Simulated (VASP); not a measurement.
# ZnC3 (Fd-3m) in VASP: a series of runs, part 2 of 3

VASP 6.6.1.

## Step 4: Single point, PBE

This run uses another cell than the first one, of 9.87 Å³/atom.

INCAR reads:

```
SYSTEM = ZnC3
ALGO = Normal ; EDIFF = 1E-7
ENCUT = 520 ; GGA = PE
ISIF = 2 ; ISMEAR = 0
LASPH = .TRUE. ; LCHARG = .FALSE.
LREAL = .FALSE. ; LWAVE = .FALSE.
NBANDS = 34 ; NELM = 60
PREC = Accurate ; SIGMA = 0.02
```

KPOINTS reads:

```
k-points
0
G
  10 10 10
  0 0 0
```

POSCAR reads:

```
ZnC3
1.0
    0.0000000000      3.4049907393      3.4049907393
    3.4049907393      0.0000000000      3.4049907393
    3.4049907393      3.4049907393      0.0000000000
Zn C
2 6
Direct
    0.5000000000      0.5000000000      0.5000000000
    0.7500000000      0.7500000000      0.7500000000
    0.1250000000      0.1250000000      0.1250000000
    0.1250000000      0.1250000000      0.6250000000
    0.1250000000      0.6250000000      0.1250000000
    0.6250000000      0.1250000000      0.1250000000
    0.2500000000      0.2500000000      0.2500000000
    0.0000000000      0.0000000000      0.0000000000
```

Potentials or basis: VASP PAW PBE potentials, release 64 (Zn, C).

Launch:

```console
$ cat potpaw_PBE.64/Zn/POTCAR potpaw_PBE.64/C/POTCAR > POTCAR
$ mpirun -np 1 vasp_std > vasp.out
```

OUTCAR:

```text
SYSTEM = ZnC3
   EDIFF = 1E-7
   ENCUT = 520
   GGA = PE
   ISIF = 2
   ISMEAR = 0
   LASPH = .TRUE.
   LREAL = .FALSE.
   NELM = 60
   PREC = Accurate

 ion  position               nearest neighbor table
   1  0.500  0.500  0.500-   2 2.95   2 2.95   2 2.95   2 2.95
   2  0.750  0.750  0.750-   1 2.95   1 2.95   1 2.95   1 2.95
   3  0.125  0.125  0.125-   7 1.47   8 1.47
   4  0.125  0.125  0.625-   7 1.47   8 1.47
   5  0.125  0.625  0.125-   7 1.47   8 1.47
   6  0.625  0.125  0.125-   7 1.47   8 1.47
   7  0.250  0.250  0.250-   3 1.47   4 1.47   5 1.47   6 1.47
   8  0.000  0.000  0.000-   3 1.47   4 1.47   5 1.47   6 1.47

  LATTYP: Found a face centered cubic cell.
 ALAT       =     6.8099814786

  Lattice vectors:

 A1 = (   0.0000000000,   3.4049907393,   3.4049907393)
 A2 = (   3.4049907393,   0.0000000000,   3.4049907393)
 A3 = (   3.4049907393,   3.4049907393,   0.0000000000)

Analysis of symmetry for initial positions (statically):
=====================================================================
 Subroutine PRICEL returns:
 Original cell was already a primitive cell.

 Routine SETGRP: Setting up the symmetry group for a
 face centered cubic supercell.

 Subroutine GETGRP returns: Found 48 space group operations
 (whereof 24 operations were pure point group operations)
 out of a pool of 48 trial point group operations.

The static configuration has the point symmetry T_d .
 The point group associated with its full space group is O_h .

Analysis of symmetry for dynamics (positions and initial velocities):
=====================================================================
 Subroutine PRICEL returns:
 Original cell was already a primitive cell.

 Routine SETGRP: Setting up the symmetry group for a
 face centered cubic supercell.

 Subroutine GETGRP returns: Found 48 space group operations
 (whereof 24 operations were pure point group operations)
 out of a pool of 48 trial point group operations.

The dynamic configuration has the point symmetry T_d .
 The point group associated with its full space group is O_h .

 Subroutine INISYM returns: Found 48 space group operations
 (whereof 24 operations are pure point group operations),
 and found     1 'primitive' translations

----------------------------------------------------------------------------------------

                                     Primitive cell

  volume of cell :      78.9547

  direct lattice vectors                    reciprocal lattice vectors
     0.000000000  3.404990739  3.404990739    -0.146843277  0.146843277  0.146843277
     3.404990739  0.000000000  3.404990739     0.146843277 -0.146843277  0.146843277
     3.404990739  3.404990739  0.000000000     0.146843277  0.146843277 -0.146843277

  length of vectors
     4.815384083  4.815384083  4.815384083     0.254340017  0.254340017  0.254340017

  position of ions in fractional coordinates (direct lattice)
     0.500000000  0.500000000  0.500000000
     0.750000000  0.750000000  0.750000000
     0.125000000  0.125000000  0.125000000
     0.125000000  0.125000000  0.625000000
     0.125000000  0.625000000  0.125000000
     0.625000000  0.125000000  0.125000000
     0.250000000  0.250000000  0.250000000
[... 44 lines left out ...]
  0.300000  0.000000  0.000000      8.000000
  0.400000  0.000000  0.000000      8.000000
  0.500000  0.000000  0.000000      4.000000
[... 16 lines left out ...]
  0.300000  0.300000  0.000000      6.000000
  0.400000  0.300000  0.000000     24.000000
 [... further k-points ...]
   k-points           NKPTS =     47   k-points in BZ     NKDIM =     47   number of bands    NBANDS=     34
   number of dos      NEDOS =    301   number of ions     NIONS =      8
   total plane-waves  NPLWV =  46656
   dimension x,y,z NGX =    36 NGY =   36 NGZ =   36
   dimension x,y,z NGXF=    72 NGYF=   72 NGZF=   72
   ions per type =               2   6
   NGX,Y,Z   is equivalent  to a cutoff of  12.43, 12.43, 12.43 a.u.
   NGXF,Y,Z  is equivalent  to a cutoff of  24.86, 24.86, 24.86 a.u.
 SYSTEM =  ZnC3
   PREC   = accura    normal or accurate (medium, high low for compatibility)
   ISTART =      0    job   : 0-new  1-cont  2-samecut
   ICHARG =      2    charge: 1-file 2-atom 10-const
   ISPIN  =      1    spin polarized calculation?
   LNONCOLLINEAR =      F non collinear calculations
   LSORBIT =      F    spin-orbit coupling
   LASPH  =      T    aspherical Exc in radial PAW
   ENCUT  =  520.0 eV  38.22 Ry    6.18 a.u.   8.95  8.95  8.95*2*pi/ulx,y,z
   NELM   =     60;   NELMIN=  2; NELMDL= -5     # of ELM steps
   EDIFF  = 0.1E-06   stopping-criterion for ELM
   LREAL  =      F    real-space projection
   EDIFFG = 0.1E-05   stopping-criterion for IOM
   NSW    =      0    number of steps for IOM
   IBRION =     -1    ionic relax: 0-MD 1-quasi-New 2-CG
   NFREE  =      0    steps in history (QN), initial steepest desc. (CG)
   ISIF   =      2    stress and relaxation
   ISYM   =      2    0-nonsym 1-usesym 2-fastsym
   POTIM  = 0.5000    time-step for ionic-motion
   TEBEG  =    0.0;   TEEND  =   0.0 temperature during run
   PSTRESS=    0.0 pullay stress
   NELECT =      48.0000    total number of electrons
   NUPDOWN=      -1.0000    fix difference up-down
   EMIN   =  10.00;   EMAX   =-10.00  energy-range for DOS
   EFERMI =   0.00;   METHOD = LEGACY
   ISMEAR =     0;   SIGMA  =   0.02  broadening in eV -4-tet -1-fermi 0-gaus
   EFERMI_NEDOS =   21; number of points for ismear=-14 and -15
   IALGO  =     38    algorithm
   IMIX   =      4    mixing-type and parameters
     AMIX     =   0.40;   BMIX     =  1.00
     AMIX_MAG =   1.60;   BMIX_MAG =  1.00
  volume/ion in A,a.u.               =       9.87        66.60
  Fermi-wavevector in a.u.,A,eV,Ry     =   1.386849  2.620765 26.168783  1.923351
  Thomas-Fermi vector in A             =   2.511126
   LORBIT       =      0    0 simple, 1 ext, 2 COOP (PROOUT), +10 PAW based schemes
   GGA     = PE    functional components
   LHFCALC =     F    Hartree Fock is set to
   AEXX    =    0.0000 exact exchange contribution
   IVDW    =     0    specifies the selected vdW correction
   LEPSILON=     F    determine dielectric tensor
   LRPA    =     F    only Hartree local field effects (RPA)
 non-spin polarized calculation
 Gauss-broadening in eV      SIGMA  =   0.02
  energy-cutoff  :      520.00
  volume of cell :       78.95
 maximum number of plane-waves:      2154
   NGX = 17   NGY = 17   NGZ = 17

 number of electron      48.0000020 magnetization

 Free energy of the ion-electron system (eV)
  ---------------------------------------------------
  ext. energy  EPLUGINS =         0.00000000
  ---------------------------------------------------
  free energy    TOTEN  =       -41.94284236 eV

  energy without entropy =      -41.94207052  energy(sigma->0) =      -41.94245644

 E-fermi :   5.1322     XC(G=0): -11.5188

 val. band max:        5.1304715046   @ k =   0.5000   0.4000   0.1000
 cond. band min:       5.1372251369   @ k =  -0.4000   0.4000   0.2000
 fundamental gap:      0.0067536323
 Fermi energy:         5.1322195826

 k-point     1 :       0.0000    0.0000    0.0000
  band No.  band energies     occupation
      1     -14.2549      2.00000
      2     -11.0761      2.00000
      3      -7.1063      2.00000
      4      -7.1063      2.00000
      5      -7.1063      2.00000
      6      -4.5607      2.00000
[... 877 lines left out ...]
     33      12.9105      0.00000
     34      13.1119      0.00000

 [... further k-points ...]

------------------------ aborting loop because EDIFF is reached ----------------------------------------

  FORCE on cell =-STRESS in cart. coord.  units (eV):
  Direction    XX          YY          ZZ          XY          YZ          ZX
  --------------------------------------------------------------------------------------
  -------------------------------------------------------------------------------------
  Total        0.1337415      0.1337415      0.1337415      0.0000000     -0.0000000     -0.0000000
  in kB        2.7139318      2.7139318      2.7139318      0.0000000     -0.0000000     -0.0000000
  external PRESSURE =       2.7139318 kB  Pullay stress =       0.0000000 kB

 VOLUME and BASIS-vectors are now :
 -----------------------------------------------------------------------------
  energy-cutoff  :      520.00
  volume of cell :       78.95
      direct lattice vectors                 reciprocal lattice vectors
     0.000000000  3.404990739  3.404990739    -0.146843277  0.146843277  0.146843277
     3.404990739  0.000000000  3.404990739     0.146843277 -0.146843277  0.146843277
     3.404990739  3.404990739  0.000000000     0.146843277  0.146843277 -0.146843277

 POSITION                                       TOTAL-FORCE (eV/Angst)
 -----------------------------------------------------------------------------------
      3.40499      3.40499      3.40499        -0.000000     -0.000000     -0.000000
      5.10749      5.10749      5.10749         0.000000      0.000000      0.000000
      0.85125      0.85125      0.85125         0.000000      0.000000      0.000000
      2.55374      2.55374      0.85125         0.000000      0.000000      0.000000
      2.55374      0.85125      2.55374         0.000000      0.000000      0.000000
      0.85125      2.55374      2.55374         0.000000      0.000000      0.000000
      1.70250      1.70250      1.70250         0.000000     -0.000000      0.000000
      0.00000      0.00000      0.00000        -0.000000     -0.000000     -0.000000
 -----------------------------------------------------------------------------------
    total drift:                                0.000000      0.000000      0.000000

  FREE ENERGIE OF THE ION-ELECTRON SYSTEM (eV)
  ---------------------------------------------------
  free  energy   TOTEN  =       -41.9428423634 eV

  energy  without entropy=      -41.9420705173  energy(sigma->0) =      -41.94245644
```

Wall time 88 s (1 thread of AMD EPYC 9R45 (Zen 5), shared host); peak memory 0.23 GiB.

What came out:

* Free energy: -41.9428 eV
* Pressure: 0.3 GPa
* Band gap on the k mesh: zero (bands 24 and 25 overlap by 0.11 eV)

## Step 5: Relaxation of cell and atoms, PBE

This run uses another cell than the first one, of 13.06 Å³/atom.

INCAR reads:

```
ALGO = Normal ; EDIFF = 1E-7
EDIFFG = -0.04 ; ENCUT = 600
GGA = PE ; IBRION = 2
ISIF = 3 ; ISMEAR = 0
LASPH = True ; LCHARG = False
LREAL = False ; LWAVE = False
NELM = 80 ; NSW = 90
PREC = Accurate ; SIGMA = 0.1
```

KPOINTS reads:

```
k-points
0
Gamma
  4 4 4
```

POSCAR reads:

```
ZnC3
1.0
    0.0000000000      3.7380455000      3.7380455000
    3.7380455000      0.0000000000      3.7380455000
    3.7380455000      3.7380455000      0.0000000000
Zn C
2 6
Direct
    0.0000000000      0.0000000000      0.0000000000
    0.2500000000      0.2500000000      0.2500000000
    0.6250000000      0.6250000000      0.6250000000
    0.6250000000      0.6250000000      0.1250000000
    0.6250000000      0.1250000000      0.6250000000
    0.1250000000      0.6250000000      0.6250000000
    0.7500000000      0.7500000000      0.7500000000
    0.5000000000      0.5000000000      0.5000000000
```

Launch:

```console
$ cat potpaw_PBE.64/Zn/POTCAR potpaw_PBE.64/C/POTCAR > POTCAR
$ mpirun -np 1 vasp_std > vasp.out
```

It took 77 s on 1 thread of AMD EPYC 9R45 (Zen 5), shared host; peak memory 0.24 GiB.

The run converged. Its results:

```
Free energy                           : -41.9952 eV
Relaxed volume                        : 9.88 Å³/atom
Relaxed cell                          : a = 4.816 Å, b = 4.816 Å, c = 4.816 Å, α = 60.00°, β = 60.00°, γ = 60.00°
Space group after relaxing (to 0.1 Å) : Fd-3m (No. 227)
Energy gained by relaxing             : 350.6 meV/atom
Ionic steps                           : 3
Pressure after relaxing               : 0.2 GPa
Band gap on the k mesh                : 0.33 eV (least direct gap 0.61 eV)
```

The path:
```
step  energy change (eV)  largest force (eV/Å)  pressure (GPa)  volume (Å³)
   1              0.0000                0.0000          -27.48       104.46
   2             -2.6097                0.0000           13.31        74.13
   3             -2.8051                0.0000            0.20        79.00
```

Final structure:
```yaml
crystal:
  lattice:
    - [0.00000, 3.40565, 3.40565]
    - [3.40565, 0.00000, 3.40565]
    - [3.40565, 3.40565, 0.00000]
  atoms:
    - { symbol: Zn, position: [0.00000, 0.00000, 0.00000] }
    - { symbol: Zn, position: [0.25000, 0.25000, 0.25000] }
    - { symbol: C, position: [0.62500, 0.62500, 0.62500] }
    - { symbol: C, position: [0.62500, 0.62500, 0.12500] }
    - { symbol: C, position: [0.62500, 0.12500, 0.62500] }
    - { symbol: C, position: [0.12500, 0.62500, 0.62500] }
    - { symbol: C, position: [0.75000, 0.75000, 0.75000] }
    - { symbol: C, position: [0.50000, 0.50000, 0.50000] }
```

Levels at points of the mesh, in eV from the valence-band top:
```
           k point  band 21  band 22  band 23  band 24  band 25  band 26  band 27  band 28
(0.00, 0.00, 0.00)    -2.58    -0.72    -0.72    -0.72     1.85     1.85     1.85     2.61
(0.50, 0.00, 0.00)    -2.93    -1.75    -1.39    -1.39     0.69     1.05     1.05     2.66
(0.50, 0.50, 0.00)    -2.04    -2.04    -0.66    -0.66     1.36     1.36     1.68     1.68
```

Caveat: the volume moved by over 15 % at a fixed basis, so the end points are rough. A k mesh can miss the band edges.

[end of part 2 of 3]
